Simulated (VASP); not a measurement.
Write the native input for VASP 6.6.1 that does the following.

- Task: relaxation of cell and atoms
- Functional: PBE
- Potentials or basis: VASP PAW PBE potentials, release 64 (Si)
- Cutoff: 600 eV
- k mesh: 12 × 12 × 2
- Occupations: gaussian, width 0.1 eV
- Spin: no spin polarisation
- Dipole correction: no
- Further INCAR settings: ALGO = Fast; EDIFF = 1e-07; IBRION = 2; EDIFFG = -0.01; NSW = 100; ISIF = 3

The structure of Si lies in POSCAR:

```
Si
1.0
    3.8980966268      0.0000000000      0.0000000000
   -1.9490483134      3.3758507052      0.0000000000
    0.0000000000      0.0000000000     27.6056124829
Si
12
Direct
    0.6666666667      0.3333333333      0.6306984981
    0.6666666667      0.3333333333      0.1542660443
    0.6666666667      0.3333333333      0.3457339557
    0.6666666667      0.3333333333      0.8693015019
    0.0000000000      0.0000000000      0.2500000000
    0.3333333333      0.6666666667      0.8457339557
    0.0000000000      0.0000000000      0.7500000000
    0.6666666667      0.3333333333      0.2500000000
    0.3333333333      0.6666666667      0.3693015019
    0.3333333333      0.6666666667      0.7500000000
    0.3333333333      0.6666666667      0.1306984981
    0.3333333333      0.6666666667      0.6542660443
```

This isn't the form of Si at room conditions, which is diamond.

One way to write it, as run:

INCAR

```
  PREC = Accurate
  ENCUT = 600
  EDIFF = 1E-7
  ISMEAR = 0
  SIGMA = 0.1
  LREAL = False
  LASPH = True
  NELM = 100
  ALGO = Fast
  ISIF = 3
  LWAVE = False
  LCHARG = False
  GGA = PE
  IBRION = 2
  NSW = 100
  EDIFFG = -0.01
```

KPOINTS

```
Automatic mesh
0
Gamma
  12 12 2
```

Potentials or basis: VASP PAW PBE potentials, release 64 (Si).

The run is started by

```console
$ cat potpaw_PBE.64/Si/POTCAR > POTCAR
$ mpirun -np 1 vasp_std > vasp.out
```

Results of the run:

```yaml
Relaxed_cell: a = 3.890 Å, b = 3.890 Å, c = 28.392 Å, α = 90.00°, β = 90.00°, γ = 120.00°
Space_group_after_relaxing_to_0.1_Å: P6_3/mmc (No. 194)
Energy_gained_by_relaxing: 2.0 meV/atom
Ionic_steps: 12
Pressure_after_relaxing: 0.0 GPa
Largest_force_after_relaxing: 0.005 eV/Å
Band_gap_on_the_k_mesh: zero (bands 24 and 25 overlap by 0.39 eV)
```

Caveat: the relaxation moved the vacuum too, so the length across it says nothing of the material.

It took 2.2 h on 1 thread of Oxide Virtual Turin-like Processor, with other jobs on the host, peak memory 0.74 GiB.
